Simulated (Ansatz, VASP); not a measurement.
Ir in VASP and in Ansatz

INCAR

```
SYSTEM = Ir
  ALGO = Fast
  EDIFF = 1E-6
  ENCUT = 520
  GGA = PE
  ISIF = 2
  ISMEAR = 0
  LASPH = .TRUE.
  LCHARG = .FALSE.
  LREAL = .FALSE.
  LWAVE = .FALSE.
  NBANDS = 16
  NELM = 80
  PREC = Accurate
  SIGMA = 0.15
```

KPOINTS

```
k-points
0
G
  16 16 12
  0 0 0
```

The input POSCAR:

```
Ir
1.0
    0.0000000000     -1.9351816027     -1.9351816027
    0.0000000000      1.9351816027     -1.9351816027
    3.8703632054      0.0000000000      0.0000000000
Ir
2
Direct
    0.5000000000      0.5000000000      0.4940574053
    0.0000000000      0.0000000000      0.0059425947
```

Input for Ansatz:

```yaml
crystal:
  lattice:
    - [0.0, -1.9351816027, -1.9351816027]
    - [0.0, 1.9351816027, -1.9351816027]
    - [3.8703632054, 0.0, 0.0]
  atoms:
    - { symbol: Ir, position: [0.5, 0.5, 0.4940574053] }
    - { symbol: Ir, position: [0.0, 0.0, 0.0059425947] }
basis:
  ecutwfc: 420
kpoints:
  mp_grid: { grid: [16, 16, 12] }
hamiltonian:
  xc: pbe
  pseudopotentials: { kind: paw, azcp: { folder: soft_1 } }
scf:
  occupations: { method: gaussian, width: 0.15 }
output:
  forces: true
  stress: true
  eigenvalues: true
```

Change from the starting cell: mode 4 frozen in at +0.000 Å and mode 6 at -0.023 Å (largest displacements).

Alike in both runs: task single point; functional PBE; k mesh 16 × 16 × 12; occupations gaussian, width 0.15 eV; no spin polarisation.

|  | VASP | Ansatz |
| --- | --- | --- |
| version | VASP 6.6.1 | Ansatz 0.2.0 |
| potentials or method | VASP PAW PBE potentials, release 64 (Ir), cutoff 520 eV | scalar-relativistic, plane waves, PAW |
| valence electrons in the cell | 18 | 34 |

```csv
,VASP,Ansatz,Ansatz less VASP
gap on the k mesh at the Fermi level (eV),none,none,-
pressure (GPa),1.1,0.5,-0.60
rms of the force components (eV/Å),0.310,0.305,-0.0049
```

Atom by atom the forces differ by 0.005 eV/Å (rms over components). A gap of «none» marks a metal or a gap that the smearing closes. The functional is the same, so the differences come from potentials, cutoffs and numerics. VASP's potentials hold 18 valence electrons a cell and Ansatz's 34, so a difference there can come from the potentials and not from the codes.

Spin-orbit coupling is off throughout.
